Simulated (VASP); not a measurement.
Write the native input for VASP 6.6.1 that does the following.

| Item | Value |
| --- | --- |
| Task | single point |
| Functional | PBE |
| Potentials or basis | VASP PAW PBE potentials, release 64 (Zn, Sn_d, S) |
| Cutoff | 520 eV |
| k mesh | 6 × 6 × 12 |
| Occupations | gaussian, width 0.1 eV |
| Spin | no spin polarisation |
| Dipole correction | no |
| k mesh for the DOS | 9 × 9 × 18 |
| Occupations for the DOS | tetrahedron |
| Further INCAR settings | ALGO = Normal; EDIFF = 1e-06; NBANDS = 37 |

Crystal: Zn2SnS3.

```
CELL_PARAMETERS angstrom
6.27848 0.00000 0.00000
-3.13924 5.43732 0.00000
0.00000 0.00000 3.40001
ATOMIC_POSITIONS crystal
Zn 0.66667 0.33333 0.00000
Zn 0.33333 0.66667 0.00000
Sn 0.00000 0.00000 0.00000
S 0.00000 0.35831 0.50000
S 0.64169 0.64169 0.50000
S 0.35831 0.00000 0.50000
```

One way to write it, as run:

POSCAR

```
Zn2SnS3
1.0
    6.2784758081      0.0000000000      0.0000000000
   -3.1392379040      5.4373195469      0.0000000000
    0.0000000000      0.0000000000      3.4000063706
Zn Sn S
2 1 3
Direct
    0.6666666667      0.3333333333      0.0000000000
    0.3333333333      0.6666666667      0.0000000000
    0.0000000000      0.0000000000      0.0000000000
    0.0000000000      0.3583102160      0.5000000000
    0.6416897840      0.6416897840      0.5000000000
    0.3583102160      0.0000000000      0.5000000000
```

INCAR.step1

```
PREC = Accurate ; ENCUT = 520
EDIFF = 1E-6 ; ISMEAR = 0
SIGMA = 0.1 ; LREAL = F
LASPH = T ; NELM = 60
ALGO = Normal ; ISIF = 2
LWAVE = F ; LCHARG = T
GGA = PE ; NBANDS = 37
```

KPOINTS.step1

```
Automatic mesh
0
Gamma
  6 6 12
```

INCAR.step2

```
PREC = Accurate ; ENCUT = 520
EDIFF = 1E-6 ; ISMEAR = -5
SIGMA = 0.1 ; LREAL = F
LASPH = T ; NELM = 60
ALGO = Normal ; ISIF = 2
LWAVE = F ; LCHARG = F
GGA = PE ; LORBIT = 11
NBANDS = 37 ; NEDOS = 2001
ICHARG = 11
```

KPOINTS.step2

```
Automatic mesh
0
Gamma
  9 9 18
```

Potentials or basis: VASP PAW PBE potentials, release 64 (Zn, Sn_d, S).

Launch:

```sh
$ cat potpaw_PBE.64/Zn/POTCAR potpaw_PBE.64/Sn_d/POTCAR potpaw_PBE.64/S/POTCAR > POTCAR
$ cp INCAR.step1 INCAR
$ cp KPOINTS.step1 KPOINTS
$ mpirun -np 1 vasp_std > vasp.out
$ cp INCAR.step2 INCAR
$ cp KPOINTS.step2 KPOINTS
$ mpirun -np 1 vasp_std > vasp.out
```

Results of the run:

The valence electrons inside the program's atomic spheres are Zn 10.59; Sn 12.07; S 3.67.

Run time: 6.1 min on 1 thread of Intel(R) Xeon(R) Platinum 8488C (Sapphire Rapids) (shared host), peak memory 0.57 GiB.
